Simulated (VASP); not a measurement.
The system is CdGeS3.

```
CELL_PARAMETERS angstrom
4.81465 0.00000 0.00000
0.00000 4.81465 0.00000
0.00000 0.00000 4.81465
ATOMIC_POSITIONS crystal
Cd 0.00000 0.00000 0.00000
Ge 0.50000 0.50000 0.50000
S 0.00000 0.50000 0.50000
S 0.50000 0.00000 0.50000
S 0.50000 0.50000 0.00000
```

```yaml
Program: VASP 6.6.1
Task: relaxation of cell and atoms
Functional: PBE
Potentials_or_basis: VASP PAW PBE potentials, release 64 (Cd, Ge_d, S)
Cutoff: 600 eV
k_mesh: 8 × 8 × 8
Occupations: gaussian, width 0.1 eV
Spin: no spin polarisation
```

At the start: pressure -2.5 GPa; volume 22.32 Å³/atom.

Problem. Where does the relaxation end?

Solution. Over 3 steps the energy falls by 8.4 meV/atom and the volume is 21.28 Å³/atom (-4.7 %); space group Pm-3m (No. 221, to 0.05 Å).

Step by step:
| step | energy change (eV) | largest force (eV/Å) | pressure (GPa) | volume (Å³) |
| --- | --- | --- | --- | --- |
| 1 | 0.0000 | 0.0000 | -2.49 | 111.61 |
| 2 | -0.0419 | 0.0000 | 0.17 | 106.11 |
| 3 | -0.0421 | 0.0000 | 0.02 | 106.41 |

Final structure:
```
CELL_PARAMETERS angstrom
4.73876 0.00000 0.00000
0.00000 4.73876 0.00000
0.00000 0.00000 4.73876
ATOMIC_POSITIONS crystal
Cd 0.00000 0.00000 0.00000
Ge 0.50000 0.50000 0.50000
S 0.00000 0.50000 0.50000
S 0.50000 0.00000 0.50000
S 0.50000 0.50000 0.00000
```
